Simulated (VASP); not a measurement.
A run of VASP 6.6.1 is set up as follows.

INCAR

```
PREC = Accurate
ENCUT = 520
EDIFF = 1E-6
ISMEAR = 0
SIGMA = 0.15
LREAL = Auto
LASPH = True
NELM = 80
ALGO = Normal
ISIF = 2
LWAVE = False
LCHARG = False
GGA = PE
NBANDS = 54
```

Contents of KPOINTS:

```
Automatic mesh
0
Gamma
  2 2 3
```

Contents of POSCAR:

```
ScAl3N4
1.0
    6.4775175087      0.0000000000      0.0000000000
    0.0000000000      5.6125218139      0.0000000000
    0.0000000000      0.0000000000      5.0656713744
Sc Al N
2 6 8
Direct
    0.0000000000      0.8368374052     -0.0090605909
    0.5000000000      0.1631625948      0.4909394091
    0.0000000000      0.1788988765      0.5049431625
    0.5000000000      0.8211011235      0.0049431625
    0.2502838475      0.3377670501      0.0044941800
    0.7502838475      0.6622329499      0.5044941800
    0.2497161525      0.6622329499      0.5044941800
    0.7497161525      0.3377670501      0.0044941800
    0.0000000000      0.1956910355      0.8811694678
    0.0000000000      0.8416353740      0.4187754450
    0.2343439423      0.3440678942      0.3800920778
    0.7656560577      0.3440678942      0.3800920778
    0.5000000000      0.8043089645      0.3811694678
    0.5000000000      0.1583646260      0.9187754450
    0.7343439423      0.6559321058      0.8800920778
    0.2656560577      0.6559321058      0.8800920778
```

Potentials or basis: VASP PAW PBE potentials, release 64 (Sc_sv, Al, N).

Run with:

```sh
$ cat potpaw_PBE.64/Sc_sv/POTCAR potpaw_PBE.64/Al/POTCAR potpaw_PBE.64/N/POTCAR > POTCAR
$ mpirun -np 1 vasp_std > vasp.out
```

Predict the largest force.

0.074 eV/Å.

Predict the band gap on the k mesh.

3.68 eV, direct.

Predict the pressure.

0.1 GPa.

Forces in eV/Å, atoms in the order of the input:
```
Sc   0.000  0.002  0.014
Sc   0.000 -0.002  0.014
Al   0.000  0.003 -0.003
Al   0.000 -0.003 -0.003
Al   0.006  0.006  0.001
Al   0.006 -0.006  0.001
Al  -0.006 -0.006  0.001
Al  -0.006  0.006  0.001
N    0.000  0.059 -0.017
N    0.000 -0.004  0.043
N   -0.064  0.033 -0.019
N    0.064  0.033 -0.019
N    0.000 -0.059 -0.017
N    0.000  0.004  0.043
N   -0.064 -0.033 -0.019
N    0.064 -0.033 -0.019
```

Caveat: the k points lie up to 0.56 Å⁻¹ apart. Expect the measured gap to be larger: semilocal functionals such as PBE lack the derivative discontinuity.
